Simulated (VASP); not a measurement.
Runs of VASP 6.6.1 on LaIr5. The structure is that of space group P6/mmm (No. 191), or close to it. The cells are those of the table. 

```tsv
cell	gap on the mesh (eV)	pressure (GPa)
a = 5.288, b = 5.288, c = 4.137 Å, angles 90.0, 90.0, 120.0°, 6 atoms	none	(a)
a = 5.525, b = 5.525, c = 4.322 Å, angles 90.0, 90.0, 120.0°, 6 atoms	none	-19.1
a = 5.337, b = 5.337, c = 4.175 Å, angles 90.0, 90.0, 120.0°, 6 atoms	none	3.1
a = 5.432, b = 5.432, c = 4.250 Å, angles 90.0, 90.0, 120.0°, 6 atoms	none	-9.8
a = 5.385, b = 5.385, c = 4.213 Å, angles 90.0, 90.0, 120.0°, 6 atoms	none	-3.9
a = 5.479, b = 5.479, c = 4.287 Å, angles 90.0, 90.0, 120.0°, 6 atoms	none	(b)
a = 5.237, b = 5.237, c = 4.098 Å, angles 90.0, 90.0, 120.0°, 6 atoms	none	20.8
```

Alike in all rows: task single point; level LDA; potentials or basis VASP PAW LDA potentials, release 64 (La, Ir); no spin polarisation; k mesh 5 × 5 × 6; cutoff (eV) 520; smearing fermi-dirac 0.1 eV.

Task: Fill in the values left out.

Result: (a) 11.2; (b) -14.9.

Caveats: spin-orbit coupling is left out, which moves the levels of the heavy elements; the cell stands under tension (at least some runs); the cell stands under pressure (at least some runs).

A k mesh can miss the band edges, and the runs leave out spin-orbit coupling on Ir, La.

A gap of «none» marks levels without a gap at the run's occupations.
